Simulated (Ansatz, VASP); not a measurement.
## LiBe2 in VASP and in Ansatz

File INCAR:

```
SYSTEM = LiBe2
ALGO     = Fast           ! electronic algorithm
EDIFF    = 1E-6           ! SCF threshold, eV
ENCUT    = 520            ! plane-wave cutoff, eV
GGA      = PE             ! functional
ISIF     = 2              ! what is computed and relaxed
ISMEAR   = 0              ! smearing method
LASPH    = .True.         ! aspherical terms in the spheres
LCHARG   = .False.        ! write CHGCAR
LREAL    = .False.        ! projectors in reciprocal space
LWAVE    = .False.        ! write WAVECAR
NBANDS   = 16             ! bands
NELM     = 60             ! most SCF steps
PREC     = Accurate       ! precision mode
SIGMA    = 0.2            ! smearing width, eV
```

The input KPOINTS:

```
k-points
0
Gamma
  10 6 4
  0 0 0
```

File POSCAR:

```
LiBe2
1.0
    0.0000000000      0.0000000000      2.1986312202
    3.8439128557      0.0000000000      0.0000000000
    0.0000000000      6.6578523659      0.0000000000
Li Be
2 4
Direct
    1.0000000000      0.5000000000      0.5000000000
    0.0000000000      0.0000000000      0.0000000000
    0.7098416278      0.5000000000      0.1666666667
    0.7098416278      0.0000000000      0.6666666667
    0.2901583722      0.0000000000      0.3333333333
    0.2901583722      0.5000000000      0.8333333333
```

Input for Ansatz:

```yaml
crystal:
  lattice:
    - [0.0, 0.0, 2.1986312202]
    - [3.8439128557, 0.0, 0.0]
    - [0.0, 6.6578523659, 0.0]
  atoms:
    - { symbol: Li, position: [1.0, 0.5, 0.5] }
    - { symbol: Li, position: [0.0, 0.0, 0.0] }
    - { symbol: Be, position: [0.7098416278, 0.5, 0.1666666667] }
    - { symbol: Be, position: [0.7098416278, 0.0, 0.6666666667] }
    - { symbol: Be, position: [0.2901583722, 0.0, 0.3333333333] }
    - { symbol: Be, position: [0.2901583722, 0.5, 0.8333333333] }
basis:
  ecutwfc: 420
kpoints:
  mp_grid: { grid: [10, 6, 4] }
hamiltonian:
  xc: pbe
scf:
  occupations: { method: gaussian, width: 0.2 }
  lower_state_search: "off"
output:
  forces: true
  stress: true
  eigenvalues: true
```

Alike in both runs: task single point; functional PBE; k mesh 10 × 6 × 4; occupations gaussian, width 0.2 eV; no spin polarisation.

|  | VASP | Ansatz |
| --- | --- | --- |
| version | VASP 6.6.1 | Ansatz 0.2.0 |
| potentials or method | VASP PAW PBE potentials, release 64 (Li_sv, Be), cutoff 520 eV | scalar-relativistic, plane waves, PAW |
| valence electrons in the cell | 14 | 14 |

|  | VASP | Ansatz | Ansatz less VASP |
| --- | --- | --- | --- |
| gap on the k mesh at the Fermi level (eV) | none | none | - |
| rms of the force components (eV/Å) | 0.009 | 0.009 | -0.0001 |

Atom by atom the forces differ by 0.001 eV/Å (rms over components). A gap of «none» marks a metal or a gap that the smearing closes. With one functional, cell and mesh, what is left measures potentials, basis and numerics.

Noted on VASP's run: the cutoff is short for stress, so the pressure is rough.
